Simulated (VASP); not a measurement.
# Ti2O3 (R-3c) in VASP: single point with r2SCAN+U

Aim: the single point of Ti2O3 with r2SCAN+U.

All numbers are computed with VASP 6.6.1; they aren't measurements. Logs are shortened: lines on timing, memory, paths and dates and some standing lists are left out, and cuts for length are marked.

### 1 The cell of the first run

It takes space group R-3c (No. 167, trigonal). The conventional cell has a = 5.289 Å, b = 5.289 Å, c = 13.747 Å, α = 90.00°, β = 90.00°, γ = 120.00°. Ti (site symmetry 3) has 6 O at 2.04 to 2.14 Å within 2.7 Å. Within 3.0 Å of O (site symmetry 2) lie 4 Ti at 2.04 to 2.14 Å and 8 O at 2.76 to 2.95 Å.

### 2 Single point, r2SCAN+U, collinear spin

File POSCAR:

```
Ti2O3
1.0
    2.6447067735      1.5269221676      4.5823523294
   -2.6447067735      1.5269221676      4.5823523294
    0.0000000000     -3.0538443352      4.5823523294
Ti O
4 6
Direct
    0.8543754397      0.8543754397      0.8543754397
    0.6456245603      0.6456245603      0.6456245603
    0.1456245603      0.1456245603      0.1456245603
    0.3543754397      0.3543754397      0.3543754397
    0.0513318075      0.4486681925      0.7500000000
    0.7500000000      0.0513318075      0.4486681925
    0.4486681925      0.7500000000      0.0513318075
    0.9486681925      0.5513318075      0.2500000000
    0.2500000000      0.9486681925      0.5513318075
    0.5513318075      0.2500000000      0.9486681925
```

File INCAR.step1:

```
SYSTEM = Ti2O3
PREC = Accurate
ENCUT = 520
ISMEAR = 0
SIGMA = 0.1
LREAL = .FALSE.
LASPH = .TRUE.
NELM = 150
ISPIN = 2
MAGMOM = 0.82 0.82 0.82 0.82 0 0 0 0 0 0
LMAXMIX = 4
LDAU = .TRUE.
LDAUTYPE = 2
LDAUL = 2 -1
LDAUU = 4 0
LDAUJ = 0 0
NBANDS = 57
GGA = PE
ALGO = Normal
EDIFF = 1E-4
LWAVE = .TRUE.
LCHARG = .FALSE.
KPAR = 4
```

File INCAR.step2:

```
SYSTEM = Ti2O3
PREC = Accurate
ENCUT = 520
EDIFF = 1E-7
ISMEAR = 0
SIGMA = 0.1
LREAL = .FALSE.
LASPH = .TRUE.
NELM = 150
ALGO = Normal
ISIF = 2
LWAVE = .FALSE.
LCHARG = .FALSE.
ISPIN = 2
MAGMOM = 0.82 0.82 0.82 0.82 0 0 0 0 0 0
LORBIT = 11
LMAXMIX = 4
LDAU = .TRUE.
LDAUTYPE = 2
LDAUL = 2 -1
LDAUU = 4 0
LDAUJ = 0 0
LDAUPRINT = 1
METAGGA = R2SCAN
LMIXTAU = .TRUE.
NBANDS = 57
ISTART = 1
KPAR = 4
```

File KPOINTS:

```
regular mesh
0
G
  6 6 6
  0 0 0
```

Potentials or basis: VASP PAW PBE potentials, release 64 (Ti_sv, O).

Run with:

```console
> cat potpaw_PBE.64/Ti_sv/POTCAR potpaw_PBE.64/O/POTCAR > POTCAR
> cp INCAR.step1 INCAR
> mpirun -np 4 vasp_std > vasp.out
> cp INCAR.step2 INCAR
> mpirun -np 4 vasp_std > vasp.out
```

OUTCAR:

```text
SYSTEM = Ti2O3
   PREC = Accurate
   ENCUT = 520
   EDIFF = 1E-7
   ISMEAR = 0
   LREAL = .FALSE.
   LASPH = .TRUE.
   NELM = 150
   ISIF = 2
   ISPIN = 2
   LORBIT = 11
   METAGGA = R2SCAN
   ISTART = 1

 ion  position               nearest neighbor table
   1  0.854  0.854  0.854-   9 2.04   8 2.04  10 2.04   7 2.14   6 2.14   5 2.14   2 2.87
   2  0.646  0.646  0.646-  10 2.04   8 2.04   9 2.04   7 2.14   6 2.14   5 2.14   1 2.87
   3  0.146  0.146  0.146-   6 2.04   5 2.04   7 2.04   9 2.14  10 2.14   8 2.14   4 2.87
   4  0.354  0.354  0.354-   7 2.04   5 2.04   6 2.04   9 2.14  10 2.14   8 2.14   3 2.87
   5  0.051  0.449  0.750-   3 2.04   4 2.04   1 2.14   2 2.14
   6  0.750  0.051  0.449-   3 2.04   4 2.04   1 2.14   2 2.14
   7  0.449  0.750  0.051-   4 2.04   3 2.04   1 2.14   2 2.14
   8  0.949  0.551  0.250-   1 2.04   2 2.04   3 2.14   4 2.14
   9  0.250  0.949  0.551-   1 2.04   2 2.04   3 2.14   4 2.14
  10  0.551  0.250  0.949-   2 2.04   1 2.04   3 2.14   4 2.14

  LATTYP: Found a trigonal (rhomboedric) cell.
 ALAT       =     5.5067157267
 COS(alpha) =     0.5386827061

  Lattice vectors:

 A1 = (   2.6447067735,   1.5269221676,   4.5823523294)
 A2 = (  -2.6447067735,   1.5269221676,   4.5823523294)
 A3 = (   0.0000000000,  -3.0538443352,   4.5823523294)

Analysis of symmetry for initial positions (statically):
=====================================================================
 Subroutine PRICEL returns:
 Original cell was already a primitive cell.

 Routine SETGRP: Setting up the symmetry group for a
 trigonal (rhombohedral) supercell.

 Subroutine GETGRP returns: Found 12 space group operations
 (whereof  6 operations were pure point group operations)
 out of a pool of 12 trial point group operations.

The static configuration has the point symmetry S_6 .
 The point group associated with its full space group is D_3d.

Analysis of symmetry for dynamics (positions and initial velocities):
=====================================================================
 Subroutine PRICEL returns:
 Original cell was already a primitive cell.

 Routine SETGRP: Setting up the symmetry group for a
 trigonal (rhombohedral) supercell.

 Subroutine GETGRP returns: Found 12 space group operations
 (whereof  6 operations were pure point group operations)
 out of a pool of 12 trial point group operations.

The dynamic configuration has the point symmetry S_6 .
 The point group associated with its full space group is D_3d.

Analysis of structural, dynamic, and magnetic symmetry:
=====================================================================
 Subroutine PRICEL returns:
 Original cell was already a primitive cell.

 Routine SETGRP: Setting up the symmetry group for a
 trigonal (rhombohedral) supercell.

 Subroutine GETGRP returns: Found 12 space group operations
 (whereof  6 operations were pure point group operations)
 out of a pool of 12 trial point group operations.

The overall configuration has the point symmetry S_6 .
 The point group associated with its full space group is D_3d.

 Subroutine INISYM returns: Found 12 space group operations
 (whereof  6 operations are pure point group operations),
 and found     1 'primitive' translations

----------------------------------------------------------------------------------------

                                     Primitive cell

  volume of cell :     111.0284

  direct lattice vectors                    reciprocal lattice vectors
     2.644706773  1.526922168  4.582352329     0.189056876  0.109152038  0.072742842
    -2.644706773  1.526922168  4.582352329    -0.189056876  0.109152038  0.072742842
     0.000000000 -3.053844335  4.582352329     0.000000000 -0.218304076  0.072742842

  length of vectors
     5.506715727  5.506715727  5.506715727     0.230104739  0.230104739  0.230104739

[... 118 lines left out ...]
  Fermi-wavevector in a.u.,A,eV,Ry     =   1.491729  2.818959 30.276430  2.225255
  Thomas-Fermi vector in A             =   2.604347
   LORBIT       =     11    0 simple, 1 ext, 2 COOP (PROOUT), +10 PAW based schemes
 LDA+U is selected, type is set to LDAUTYPE =  2
   angular momentum for each species LDAUL =     2   -1
   U (eV)           for each species LDAUU =   4.0  0.0
   J (eV)           for each species LDAUJ =   0.0  0.0
   METAGGA = R2SCAN    functional components
   LHFCALC =     F    Hartree Fock is set to
   AEXX    =    0.0000 exact exchange contribution
   IVDW    =     0    specifies the selected vdW correction
   LEPSILON=     F    determine dielectric tensor
   LRPA    =     F    only Hartree local field effects (RPA)
 spin polarized calculation
 Gauss-broadening in eV      SIGMA  =   0.10
  energy-cutoff  :      520.00
  volume of cell :      111.03
 maximum number of plane-waves:      3002
 NGX is ok and might be reduce to    42
   NGX = 21   NGY = 21   NGZ = 21

atom =   1  type =  1  l = 2

 onsite density matrix

spin component  1
[... 116 lines left out ...]
  o =  0.0570  v =  0.0000  0.0000  0.0000  0.0000  0.0000  0.7693  0.6347  0.0000  0.0000  0.0729      0.0000  0.0000  0.0000  0.0000  0.0000  0.0000  0.0000  0.0000  0.0000  0.0000
  o =  0.0570  v =  0.0000  0.0000  0.0000  0.0000  0.0000 -0.0729  0.0000  0.0000 -0.6347  0.7693      0.0000  0.0000  0.0000  0.0000  0.0000  0.0000  0.0000  0.0000  0.0000  0.0000
  o =  0.0930  v = -0.0000  0.0000  1.0000  0.0000  0.0000  0.0000  0.0000  0.0000  0.0000  0.0000      0.0000  0.0000  0.0000  0.0000  0.0000  0.0000  0.0000  0.0000  0.0000  0.0000
  o =  0.1466  v = -0.5766  0.7293 -0.0000 -0.0000  0.3683  0.0000  0.0000  0.0000  0.0000  0.0000      0.0000  0.0000  0.0000  0.0000  0.0000  0.0000  0.0000  0.0000  0.0000  0.0000
  o =  0.1466  v = -0.3683 -0.0000  0.0000 -0.7293 -0.5766  0.0000  0.0000  0.0000  0.0000  0.0000      0.0000  0.0000  0.0000  0.0000  0.0000  0.0000  0.0000  0.0000  0.0000  0.0000
  o =  0.1472  v =  0.0000  0.0000  0.0000  0.0000  0.0000 -0.6318  0.7728 -0.0000  0.0000 -0.0599      0.0000  0.0000  0.0000  0.0000  0.0000  0.0000  0.0000  0.0000  0.0000  0.0000
  o =  0.1472  v =  0.0000  0.0000  0.0000  0.0000  0.0000  0.0599  0.0000 -0.0000 -0.7728 -0.6318      0.0000  0.0000  0.0000  0.0000  0.0000  0.0000  0.0000  0.0000  0.0000  0.0000
  o =  0.2874  v =  0.0000  0.0000  0.0000  0.0000  0.0000  0.0000 -0.0000 -1.0000  0.0000  0.0000      0.0000  0.0000  0.0000  0.0000  0.0000  0.0000  0.0000  0.0000  0.0000  0.0000
  o =  0.3024  v = -0.6146 -0.6842 -0.0000  0.0000  0.3926  0.0000  0.0000  0.0000  0.0000  0.0000      0.0000  0.0000  0.0000  0.0000  0.0000  0.0000  0.0000  0.0000  0.0000  0.0000
  o =  0.3024  v =  0.3926 -0.0000 -0.0000 -0.6842  0.6146  0.0000  0.0000  0.0000  0.0000  0.0000      0.0000  0.0000  0.0000  0.0000  0.0000  0.0000  0.0000  0.0000  0.0000  0.0000

 number of electron      84.0000009 magnetization       1.1960204

 Free energy of the ion-electron system (eV)
  ---------------------------------------------------
  ext. energy  EPLUGINS =         0.00000000
  ---------------------------------------------------
  free energy    TOTEN  =      -107.52084729 eV

  energy without entropy =     -107.49035137  energy(sigma->0) =     -107.50559933

 E-fermi :   8.5556     XC(G=0): -12.1282

 val. band max:        8.5517227371   @ k =   0.3333   0.3333  -0.0000
 cond. band min:       8.5740541357   @ k =   0.5000   0.3333   0.1667
 fundamental gap:      0.0223313986
 Fermi energy:         8.5556368596

 spin component 1

 k-point     1 :       0.0000    0.0000    0.0000
  band No.  band energies     occupation
      1     -53.4080      1.00000
      2     -53.3722      1.00000
      3     -53.3719      1.00000
      4     -53.3463      1.00000
      5     -28.7954      1.00000
      6     -28.7954      1.00000
[... 2729 lines left out ...]
     53      11.5608      0.00000
     54      11.6581      0.00000

 [... further k-points ...]

 [bands above 54 left out]

------------------------ aborting loop because EDIFF is reached ----------------------------------------

  FORCE on cell =-STRESS in cart. coord.  units (eV):
  Direction    XX          YY          ZZ          XY          YZ          ZX
  --------------------------------------------------------------------------------------
  -------------------------------------------------------------------------------------
  Total       -4.4797412     -4.4797412     -1.3381710      0.0000000     -0.0000000     -0.0000000
  in kB      -64.6441684    -64.6441684    -19.3102568      0.0000000     -0.0000000     -0.0000000
  external PRESSURE =     -49.5328645 kB  Pullay stress =       0.0000000 kB

 VOLUME and BASIS-vectors are now :
 -----------------------------------------------------------------------------
  energy-cutoff  :      520.00
  volume of cell :      111.03
      direct lattice vectors                 reciprocal lattice vectors
     2.644706773  1.526922168  4.582352329     0.189056876  0.109152038  0.072742842
    -2.644706773  1.526922168  4.582352329    -0.189056876  0.109152038  0.072742842
     0.000000000 -3.053844335  4.582352329     0.000000000 -0.218304076  0.072742842

 POSITION                                       TOTAL-FORCE (eV/Angst)
 -----------------------------------------------------------------------------------
      0.00000      0.00000     11.74515         0.000000      0.000000     -0.575253
      0.00000      0.00000      8.87544         0.000000      0.000000      0.575253
      0.00000      0.00000      2.00191         0.000000      0.000000      0.575253
      0.00000      0.00000      4.87162         0.000000     -0.000000     -0.575253
     -1.05084     -1.52692      5.72794        -0.067080     -0.000000      0.000000
      1.84777     -0.14659      5.72794         0.033540     -0.058093      0.000000
     -0.79693      1.67351      5.72794         0.033540      0.058093      0.000000
      1.05084      1.52692      8.01912         0.067080     -0.000000      0.000000
     -1.84777      0.14659      8.01912        -0.033540      0.058093      0.000000
      0.79693     -1.67351      8.01912        -0.033540     -0.058093      0.000000
 -----------------------------------------------------------------------------------
    total drift:                                0.000000      0.000000     -0.000000

  FREE ENERGIE OF THE ION-ELECTRON SYSTEM (eV)
  ---------------------------------------------------
  free  energy   TOTEN  =      -107.5208472940 eV

  energy  without entropy=     -107.4903513709  energy(sigma->0) =     -107.50559933

 total charge

# of ion       s       p       d       tot
------------------------------------------
    1        2.166   6.181   1.665  10.012
    2        2.166   6.181   1.665  10.012
    3        2.166   6.181   1.665  10.012
    4        2.166   6.181   1.665  10.012
    5        1.562   3.537   0.000   5.099
    6        1.562   3.537   0.000   5.099
    7        1.562   3.537   0.000   5.099
    8        1.562   3.537   0.000   5.099
    9        1.562   3.537   0.000   5.099
   10        1.562   3.537   0.000   5.099
--------------------------------------------------
tot         18.038  45.946   6.660  70.644

 magnetization (x)

# of ion       s       p       d       tot
------------------------------------------
    1        0.004   0.003   0.294   0.300
    2        0.004   0.003   0.294   0.300
    3        0.004   0.003   0.294   0.300
    4        0.004   0.003   0.294   0.300
    5       -0.001  -0.026   0.000  -0.027
    6       -0.001  -0.026   0.000  -0.027
    7       -0.001  -0.026   0.000  -0.027
    8       -0.001  -0.026   0.000  -0.027
    9       -0.001  -0.026   0.000  -0.027
   10       -0.001  -0.026   0.000  -0.027
--------------------------------------------------
tot          0.008  -0.145   1.175   1.037
```

Run time: 20 min. Hardware: 4 MPI ranks of Oxide Virtual Turin-like, shared host; peak memory 0.52 GiB.

What came out:

- Free energy: -107.5208 eV
- Pressure: -5.0 GPa
- Largest force: 0.575 eV/Å
- Net moment: 1.20 μB per cell
- Site moments: Ti +0.30; O -0.03 μB
- Valence electrons inside the program's atomic spheres: Ti 10.01; O 5.10

Forces on the atoms (eV/Å):
```
Ti   0.000  0.000 -0.575
Ti   0.000  0.000  0.575
Ti   0.000  0.000  0.575
Ti   0.000  0.000 -0.575
O   -0.067  0.000  0.000
O    0.034 -0.058  0.000
O    0.034  0.058  0.000
O    0.067  0.000  0.000
O   -0.034  0.058  0.000
O   -0.034 -0.058  0.000
```

Stress tensor (GPa, compression positive):
```
-6.46  0.00  0.00
 0.00 -6.46  0.00
 0.00  0.00 -1.93
```

Eigenvalues of the final occupation matrices:
| site | spin | trace | eigenvalues |
| --- | --- | --- | --- |
| site 1 d | 1 | 0.99 | 0.09 0.15 0.15 0.30 0.30 |
| site 1 d | 2 | 0.70 | 0.06 0.06 0.15 0.15 0.29 |
| site 2 d | 1 | 0.99 | 0.09 0.15 0.15 0.30 0.30 |
| site 2 d | 2 | 0.70 | 0.06 0.06 0.15 0.15 0.29 |
| site 3 d | 1 | 0.99 | 0.09 0.15 0.15 0.30 0.30 |
| site 3 d | 2 | 0.70 | 0.06 0.06 0.15 0.15 0.29 |
| site 4 d | 1 | 0.99 | 0.09 0.15 0.15 0.30 0.30 |
| site 4 d | 2 | 0.70 | 0.06 0.06 0.15 0.15 0.29 |

Caveat: the cell stands under tension; a moment this small can come from the mesh or the smearing; the PAW data sets were made with another functional, which shifts forces and pressure a little.
